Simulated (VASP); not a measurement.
Set up this calculation in VASP 6.6.1, as the native input.

```
Task                               : single point
Functional                         : HSE06
Potentials or basis                : VASP PAW PBE potentials, release 64 (Cd, S)
Cutoff                             : 520 eV
k mesh                             : 4 × 4 × 4
Occupations                        : gaussian, width 0.2 eV
Spin                               : no spin polarisation
Dipole correction                  : no
Grid for exact exchange (PRECFOCK) : Normal
Further INCAR settings             : ALGO = Normal; EDIFF = 1e-07; NBANDS = 16
Screening parameter                : 0.2079 1/Å
```

The system is CdS (Hawleyite).

```
Cd S
1.0
     0.00000    2.93921    2.93921
     2.93921    0.00000    2.93921
     2.93921    2.93921    0.00000
Cd S
1 1
Direct
  0.00000 0.00000 0.00000
  0.25000 0.25000 0.25000
```

These files were run (other wordings do the same):

POSCAR

```
CdS
1.0
    0.0000000000      2.9392138883      2.9392138883
    2.9392138883      0.0000000000      2.9392138883
    2.9392138883      2.9392138883      0.0000000000
Cd S
1 1
Direct
    0.0000000000      0.0000000000      0.0000000000
    0.2500000000      0.2500000000      0.2500000000
```

INCAR.step1

```
SYSTEM = CdS
PREC = Accurate ; ENCUT = 520
EDIFF = 1E-5 ; ISMEAR = 0
SIGMA = 0.2 ; LREAL = .FALSE.
LASPH = .TRUE. ; NELM = 60
ALGO = Normal ; ISIF = 2
LWAVE = .TRUE. ; NBANDS = 16
GGA = PE
```

INCAR.step2

```
SYSTEM = CdS
PREC = Accurate ; ENCUT = 520
EDIFF = 1E-7 ; ISMEAR = 0
SIGMA = 0.2 ; LREAL = .FALSE.
LASPH = .TRUE. ; NELM = 60
ALGO = Normal ; ISIF = 2
LWAVE = .FALSE. ; LCHARG = .TRUE.
GGA = PE ; LHFCALC = .TRUE.
HFSCREEN = 0.2079 ; PRECFOCK = Normal
LELF = .TRUE. ; LVHAR = .TRUE.
NBANDS = 16 ; ISTART = 1
```

KPOINTS

```
Automatic mesh
0
G
  4 4 4
  0 0 0
```

Potentials or basis: VASP PAW PBE potentials, release 64 (Cd, S).

Launch:

```sh
$ cat potpaw_PBE.64/Cd/POTCAR potpaw_PBE.64/S/POTCAR > POTCAR
$ cp INCAR.step1 INCAR
$ mpirun -np 1 vasp_std > vasp.out
$ cp INCAR.step2 INCAR
$ mpirun -np 1 vasp_std > vasp.out
```

Results of the run:

- Pressure: 0.7 GPa
- Band gap on the k mesh: 2.12 eV, direct

Caveat: the k points lie up to 0.46 Å⁻¹ apart; the PAW data sets were made with another functional, which shifts forces and pressure a little.

Run time: 3.8 min on 1 thread of AMD EPYC 9R45 96-Core Processor (Zen 5), on a shared host, peak memory 0.25 GiB.
